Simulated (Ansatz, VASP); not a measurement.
BeS: VASP beside Ansatz

```
CELL_PARAMETERS angstrom
0.00000 2.42500 2.42500
2.42500 0.00000 2.42500
2.42500 2.42500 0.00000
ATOMIC_POSITIONS crystal
Be 0.00000 0.00000 0.00000
S 0.75000 0.75000 0.75000
```

Alike in both runs: task single point; functional PBE; k mesh 9 × 9 × 9; occupations gaussian, width 0.05 eV; no spin polarisation.

```csv
,VASP,Ansatz
version,VASP 6.6.1,Ansatz 0.2.0
potentials or method,"VASP PAW PBE potentials, release 64 (Be, S), cutoff 520 eV","all-electron LAPW, scalar-relativistic"
```

Ansatz gave:

```
gap on the k mesh at the Fermi level (eV) : 3.20
pressure (GPa)                            : 1.5
```

**Question.** Estimate VASP's values.

**Answer.** gap on the k mesh at the Fermi level (eV): 3.20; pressure (GPa): 1.6.

Ansatz ran all-electron here, and VASP with PAW potentials.
